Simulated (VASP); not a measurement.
# Cu (P6_3/mmc) in VASP: settings compared

Cu is run at these levels: PBEsol, r2SCAN, PBEsol+D3(BJ); tasks: single point.

All numbers are computed with VASP 6.6.1; they aren't measurements. Logs are shortened: lines on timing, memory, paths and dates and some standing lists are left out, and cuts for length are marked.

## (1) The cell of the first run

The structure is hexagonal, space group P6_3/mmc (No. 194). The conventional cell has a = 2.534 Å, b = 2.534 Å, c = 4.113 Å, α = 90.00°, β = 90.00°, γ = 120.00°. Cu (site symmetry -6m2) has 12 Cu at 2.52 to 2.53 Å within 3.3 Å.

## (2) Single point, PBEsol

The input, INCAR:

```
SYSTEM = Cu
ALGO     = Normal         ! electronic algorithm
EDIFF    = 1E-6           ! SCF threshold, eV
ENCUT    = 520            ! plane-wave cutoff, eV
GGA      = PS             ! functional
ISIF     = 2              ! what is computed and relaxed
ISMEAR   = -1             ! smearing method
LASPH    = .TRUE.         ! aspherical terms in the spheres
LCHARG   = .FALSE.        ! write CHGCAR
LREAL    = .FALSE.        ! projectors in reciprocal space
LWAVE    = .FALSE.        ! write WAVECAR
NBANDS   = 18             ! bands
NELM     = 100            ! most SCF steps
PREC     = Accurate       ! precision mode
SIGMA    = 0.05           ! smearing width, eV
```

The input, KPOINTS:

```
k-points
0
G
  7 7 4
  0 0 0
```

The input, POSCAR:

```
Cu
1.0
    2.5340966698      0.0000000000      0.0000000000
   -1.2670483349      2.1945920917      0.0000000000
    0.0000000000      0.0000000000      4.1125710000
Cu
2
Direct
    0.6666666667      0.3333333333      0.7500000000
    0.3333333333      0.6666666667      0.2500000000
```

Potentials or basis: VASP PAW PBE potentials, release 64 (Cu).

Started as:

```
$ cat potpaw_PBE.64/Cu/POTCAR > POTCAR
$ mpirun -np 1 vasp_std > vasp.out
```

OUTCAR:

```text
SYSTEM = Cu
   EDIFF = 1E-6
   ENCUT = 520
   GGA = PS
   ISIF = 2
   ISMEAR = -1
   LASPH = .TRUE.
   LREAL = .FALSE.
   NELM = 100
   PREC = Accurate

 ion  position               nearest neighbor table
   1  0.667  0.333  0.750-   2 2.52   2 2.52   2 2.52   2 2.52   2 2.52   2 2.52
   2  0.333  0.667  0.250-   1 2.52   1 2.52   1 2.52   1 2.52   1 2.52   1 2.52

  LATTYP: Found a hexagonal cell.
 ALAT       =     2.5340966698
 C/A-ratio  =     1.6228942838

  Lattice vectors:

 A1 = (   2.5340966698,   0.0000000000,   0.0000000000)
 A2 = (  -1.2670483349,   2.1945920917,   0.0000000000)
 A3 = (   0.0000000000,   0.0000000000,   4.1125710000)

Analysis of symmetry for initial positions (statically):
=====================================================================
 Subroutine PRICEL returns:
 Original cell was already a primitive cell.

 Routine SETGRP: Setting up the symmetry group for a
 hexagonal supercell.

 Subroutine GETGRP returns: Found 24 space group operations
 (whereof 12 operations were pure point group operations)
 out of a pool of 24 trial point group operations.

The static configuration has the point symmetry D_3d.
 The point group associated with its full space group is D_6h.

Analysis of symmetry for dynamics (positions and initial velocities):
=====================================================================
 Subroutine PRICEL returns:
 Original cell was already a primitive cell.

 Routine SETGRP: Setting up the symmetry group for a
 hexagonal supercell.

 Subroutine GETGRP returns: Found 24 space group operations
 (whereof 12 operations were pure point group operations)
 out of a pool of 24 trial point group operations.

The dynamic configuration has the point symmetry D_3d.
 The point group associated with its full space group is D_6h.

 Subroutine INISYM returns: Found 24 space group operations
 (whereof 12 operations are pure point group operations),
 and found     1 'primitive' translations

----------------------------------------------------------------------------------------

                                     Primitive cell

  volume of cell :      22.8713

  direct lattice vectors                    reciprocal lattice vectors
     2.534096670  0.000000000  0.000000000     0.394617937  0.227832772  0.000000000
    -1.267048335  2.194592092  0.000000000     0.000000000  0.455665544  0.000000000
[... 79 lines left out ...]
   LNONCOLLINEAR =      F non collinear calculations
   LSORBIT =      F    spin-orbit coupling
   LASPH  =      T    aspherical Exc in radial PAW
   ENCUT  =  520.0 eV  38.22 Ry    6.18 a.u.   4.71  4.71  7.65*2*pi/ulx,y,z
   NELM   =    100;   NELMIN=  2; NELMDL= -5     # of ELM steps
   EDIFF  = 0.1E-05   stopping-criterion for ELM
   LREAL  =      F    real-space projection
   EDIFFG = 0.1E-04   stopping-criterion for IOM
   NSW    =      0    number of steps for IOM
   IBRION =     -1    ionic relax: 0-MD 1-quasi-New 2-CG
   NFREE  =      0    steps in history (QN), initial steepest desc. (CG)
   ISIF   =      2    stress and relaxation
   ISYM   =      2    0-nonsym 1-usesym 2-fastsym
   POTIM  = 0.5000    time-step for ionic-motion
   TEBEG  =    0.0;   TEEND  =   0.0 temperature during run
   PSTRESS=    0.0 pullay stress
   NELECT =      22.0000    total number of electrons
   NUPDOWN=      -1.0000    fix difference up-down
   EMIN   =  10.00;   EMAX   =-10.00  energy-range for DOS
   EFERMI =   0.00;   METHOD = LEGACY
   ISMEAR =    -1;   SIGMA  =   0.05  broadening in eV -4-tet -1-fermi 0-gaus
   EFERMI_NEDOS =   21; number of points for ismear=-14 and -15
   IALGO  =     38    algorithm
   IMIX   =      4    mixing-type and parameters
     AMIX     =   0.40;   BMIX     =  1.00
     AMIX_MAG =   1.60;   BMIX_MAG =  1.00
  volume/ion in A,a.u.               =      11.44        77.17
  Fermi-wavevector in a.u.,A,eV,Ry     =   1.616041  3.053874 35.532800  2.611587
  Thomas-Fermi vector in A             =   2.710691
   LORBIT       =      0    0 simple, 1 ext, 2 COOP (PROOUT), +10 PAW based schemes
   GGA     = PS    functional components
   LHFCALC =     F    Hartree Fock is set to
   AEXX    =    0.0000 exact exchange contribution
   IVDW    =     0    specifies the selected vdW correction
   LEPSILON=     F    determine dielectric tensor
   LRPA    =     F    only Hartree local field effects (RPA)
 non-spin polarized calculation
  energy-cutoff  :      520.00
  volume of cell :       22.87
 maximum number of plane-waves:       640
 NGX is ok and might be reduce to    20
   NGX =  9   NGY =  9   NGZ = 15

 number of electron      21.9999979 magnetization

 Free energy of the ion-electron system (eV)
  ---------------------------------------------------
  ext. energy  EPLUGINS =         0.00000000
  ---------------------------------------------------
  free energy    TOTEN  =        -8.63899820 eV

  energy without entropy =       -8.63422819  energy(sigma->0) =       -8.63661320

 E-fermi :   7.6681     XC(G=0): -13.0973

 val. band max:        7.6269506895   @ k =   0.4286  -0.0000   0.5000
 cond. band min:       7.9987353779   @ k =   0.1429   0.1429   0.2500
 fundamental gap:      0.3717846883
 Fermi energy:         7.6680912280

 k-point     1 :       0.0000    0.0000    0.0000
  band No.  band energies     occupation
      1      -1.8332      2.00000
      2       2.5280      2.00000
      3       4.6777      2.00000
      4       4.7391      2.00000
      5       4.7391      2.00000
      6       4.9636      2.00000
[... 481 lines left out ...]
      5       4.4132      2.00000
      6       4.4132      2.00000
[... 10 lines left out ...]
     17      27.1135      0.00000
     18      27.1135      0.00000

------------------------ aborting loop because EDIFF is reached ----------------------------------------

  FORCE on cell =-STRESS in cart. coord.  units (eV):
  Direction    XX          YY          ZZ          XY          YZ          ZX
  --------------------------------------------------------------------------------------
  -------------------------------------------------------------------------------------
  Total       -0.2405477     -0.2405477     -0.0704983      0.0000000      0.0000000      0.0000000
  in kB      -16.8508306    -16.8508306     -4.9385430      0.0000000      0.0000000      0.0000000
  external PRESSURE =     -12.8800681 kB  Pullay stress =       0.0000000 kB

 VOLUME and BASIS-vectors are now :
 -----------------------------------------------------------------------------
  energy-cutoff  :      520.00
  volume of cell :       22.87
      direct lattice vectors                 reciprocal lattice vectors
     2.534096670  0.000000000  0.000000000     0.394617937  0.227832772  0.000000000
    -1.267048335  2.194592092  0.000000000     0.000000000  0.455665544  0.000000000
     0.000000000  0.000000000  4.112571000     0.000000000  0.000000000  0.243156896

 POSITION                                       TOTAL-FORCE (eV/Angst)
 -----------------------------------------------------------------------------------
      1.26705      0.73153      3.08443         0.000000      0.000000      0.000000
     -0.00000      1.46306      1.02814        -0.000000      0.000000      0.000000
 -----------------------------------------------------------------------------------
    total drift:                               -0.000000      0.000000     -0.000000

  FREE ENERGIE OF THE ION-ELECTRON SYSTEM (eV)
  ---------------------------------------------------
  free  energy   TOTEN  =        -8.6389982013 eV

  energy  without entropy=       -8.6342281925  energy(sigma->0) =       -8.63661320
```

Wall time 7.3 s (1 thread of Intel Xeon Platinum 8488C (Sapphire Rapids), shared host); peak memory 0.13 GiB.

Results:

```
Free energy            : -8.6390 eV
Pressure               : -1.3 GPa
Band gap on the k mesh : zero (band 11 reaches 10.25 eV, above the bottom of band 12 at 5.80 eV)
```

Levels at points of the mesh, in eV from the Fermi level:
```csv
k point,band 7,band 8,band 9,band 10,band 11,band 12,band 13,band 14,band 15,band 16
"(0.00, 0.00, 0.00)",-2.70,-2.44,-2.44,-1.64,-1.64,-0.94,4.12,21.65,22.18,22.18
"(0.00, 0.00, 0.50)",-2.98,-2.98,-1.87,-1.87,-1.87,-1.87,12.98,12.98,22.36,22.36
```

Caveat: the k points lie up to 0.41 Å⁻¹ apart; the PAW data sets were made with another functional, which shifts forces and pressure a little.

## (3) Single point, r2SCAN

POSCAR is that of step 2.

The input, INCAR.step1:

```
SYSTEM = Cu
ALGO = Normal
EDIFF = 1E-4
ENCUT = 520
GGA = PE
ISMEAR = -1
LASPH = .True.
LCHARG = .False.
LREAL = .False.
LWAVE = .True.
NBANDS = 18
NELM = 80
PREC = Accurate
SIGMA = 0.05
```

The input, INCAR.step2:

```
SYSTEM = Cu
ALGO = Normal
EDIFF = 1E-7
ENCUT = 520
ISIF = 2
ISMEAR = -1
ISTART = 1
LASPH = .True.
LCHARG = .False.
LMIXTAU = .True.
LREAL = .False.
LWAVE = .False.
METAGGA = R2SCAN
NBANDS = 18
NELM = 80
PREC = Accurate
SIGMA = 0.05
```

The input, KPOINTS:

```
k-points
0
Gamma
  7 7 4
  0 0 0
```

Potentials or basis: VASP PAW PBE potentials, release 64 (Cu).

Started as:

```
$ cat potpaw_PBE.64/Cu/POTCAR > POTCAR
$ cp INCAR.step1 INCAR
$ mpirun -np 1 vasp_std > vasp.out
$ cp INCAR.step2 INCAR
$ mpirun -np 1 vasp_std > vasp.out
```

It took 35 s on 1 thread of Intel Xeon Platinum 8488C (Sapphire Rapids), shared host; peak memory 0.14 GiB.

Results (log left out):

```
Free energy            : -21.6740 eV
Pressure               : 0.5 GPa
Band gap on the k mesh : zero (band 11 reaches 10.36 eV, above the bottom of band 12 at 5.68 eV)
```

Stress tensor (GPa, compression positive):
```
0.17 0.00 0.00
0.00 0.17 0.00
0.00 0.00 1.28
```

Levels at points of the mesh, in eV from the Fermi level:
```csv
k point,band 8,band 9,band 10,band 11,band 12,band 13,band 14,band 15
"(0.00, 0.00, 0.00)",-2.58,-2.58,-1.77,-1.77,-0.96,4.34,22.45,23.25
"(0.00, 0.00, 0.50)",-3.12,-2.01,-2.01,-2.01,-2.01,13.54,13.54,23.20
```

Caveat: the k points lie up to 0.41 Å⁻¹ apart; the PAW data sets were made with another functional, which shifts forces and pressure a little.

## (4) Single point, PBEsol+D3(BJ)

This run uses another cell than the first one, of 10.83 Å³/atom, 0.947 times its volume.

The input, INCAR:

```
SYSTEM = Cu
ALGO = Normal ; EDIFF = 1E-6
ENCUT = 520 ; GGA = PS
ISIF = 2 ; ISMEAR = -1
IVDW = 12 ; LASPH = .True.
LCHARG = .False. ; LREAL = .False.
LWAVE = .False. ; NBANDS = 18
NELM = 100 ; PREC = Accurate
SIGMA = 0.05
```

The input, KPOINTS:

```
k-points
0
Gamma
  12 12 7
  0 0 0
```

The input, POSCAR:

```
Cu
1.0
    2.4852691790      0.0000000000      0.0000000000
   -1.2426345895      2.1523062442      0.0000000000
    0.0000000000      0.0000000000      4.0479704126
Cu
2
Direct
    0.6666666667      0.3333333333      0.7500000000
    0.3333333333      0.6666666667      0.2500000000
```

Started as:

```
$ cat potpaw_PBE.64/Cu/POTCAR > POTCAR
$ mpirun -np 1 vasp_std > vasp.out
```

It took 16 s on 1 thread of Intel Xeon Platinum 8488C (Sapphire Rapids), shared host; peak memory 0.15 GiB.

Results (log left out):

```
Free energy                : -9.6999 eV
Pressure                   : 0.7 GPa
Band gap on the k mesh     : zero (band 11 reaches 12.70 eV, above the bottom of band 12 at 6.53 eV)
Dispersion energy per atom : -0.572 eV
```

Levels at points of the mesh, in eV from the Fermi level:
| k point | band 8 | band 9 | band 10 | band 11 | band 12 | band 13 | band 14 | band 15 |
| --- | --- | --- | --- | --- | --- | --- | --- | --- |
| (0.00, 0.00, 0.00) | -2.64 | -2.64 | -1.78 | -1.78 | -1.23 | 4.28 | 22.05 | 23.03 |
| (0.50, 0.00, 0.00) | -1.67 | -1.61 | -1.56 | 0.02 | 1.76 | 8.20 | 8.69 | 11.26 |

Caveat: the PAW data sets were made with another functional, which shifts forces and pressure a little; pairwise dispersion overbinds metals, which lowers pressure and volume.

## (5) Single point, PBEsol+D3(BJ)

This run uses another cell than the first one, of 10.97 Å³/atom, 0.959 times its volume.

The input, INCAR:

```
SYSTEM = Cu
PREC = Accurate
ENCUT = 520
EDIFF = 1E-6
ISMEAR = -1
SIGMA = 0.05
LREAL = .FALSE.
LASPH = .TRUE.
NELM = 100
ALGO = Normal
ISIF = 2
LWAVE = .FALSE.
LCHARG = .TRUE.
GGA = PS
IVDW = 12
LELF = .TRUE.
LVHAR = .TRUE.
NBANDS = 18
```

The input, KPOINTS:

```
Automatic mesh
0
G
  12 12 7
  0 0 0
```

The input, POSCAR:

```
Cu
1.0
    2.4961462565      0.0000000000      0.0000000000
   -1.2480731282      2.1617260697      0.0000000000
    0.0000000000      0.0000000000      4.0652917143
Cu
2
Direct
    0.6666666667      0.3333333333      0.7500000000
    0.3333333333      0.6666666667      0.2500000000
```

Started as:

```
$ cat potpaw_PBE.64/Cu/POTCAR > POTCAR
$ mpirun -np 1 vasp_std > vasp.out
```

It took 18 s on 1 thread of Intel Xeon Platinum 8488C (Sapphire Rapids), shared host; peak memory 0.15 GiB.

It converged, with:

```
Free energy                : -9.6994 eV
Pressure                   : -1.7 GPa
Band gap on the k mesh     : zero (band 11 reaches 12.49 eV, above the bottom of band 12 at 6.37 eV)
Dispersion energy per atom : -0.565 eV
```

Levels at points of the mesh, in eV from the Fermi level:
```
           k point  band 9  band 10  band 11  band 12  band 13  band 14
(0.00, 0.00, 0.00)   -2.60    -1.76    -1.76    -1.19     4.21    21.95
(0.50, 0.00, 0.00)   -1.60    -1.54     0.03     1.73     8.13     8.61
```

Caveat: three body term missing; the PAW data sets were made with another functional, which shifts forces and pressure a little; pairwise dispersion overbinds metals, which lowers pressure and volume.

## (6) Summary

| level | cell | k mesh | gap on the mesh (eV) | pressure (GPa) |
| --- | --- | --- | --- | --- |
| PBEsol | a = 2.534, b = 2.534, c = 4.113 Å, angles 90.0, 90.0, 120.0°, 2 atoms | 7 × 7 × 4 | none | -1.3 |
| r2SCAN | a = 2.534, b = 2.534, c = 4.113 Å, angles 90.0, 90.0, 120.0°, 2 atoms | 7 × 7 × 4 | none | 0.5 |
| PBEsol+D3(BJ) | a = 2.485, b = 2.485, c = 4.048 Å, angles 90.0, 90.0, 120.0°, 2 atoms | 12 × 12 × 7 | none | 0.7 |
| PBEsol+D3(BJ) | a = 2.496, b = 2.496, c = 4.065 Å, angles 90.0, 90.0, 120.0°, 2 atoms | 12 × 12 × 7 | none | -1.7 |

Alike in all rows: task single point; potentials or basis VASP PAW PBE potentials, release 64 (Cu); no spin polarisation; cutoff (eV) 520; smearing fermi-dirac 0.05 eV.

Caveats: some runs use coarse meshes; the PAW data sets were made with another functional, which shifts forces and pressure a little; pairwise dispersion overbinds metals, which lowers pressure and volume (some runs); three body term missing (some runs).

Absolute energies hang on the potentials; compare differences alone.
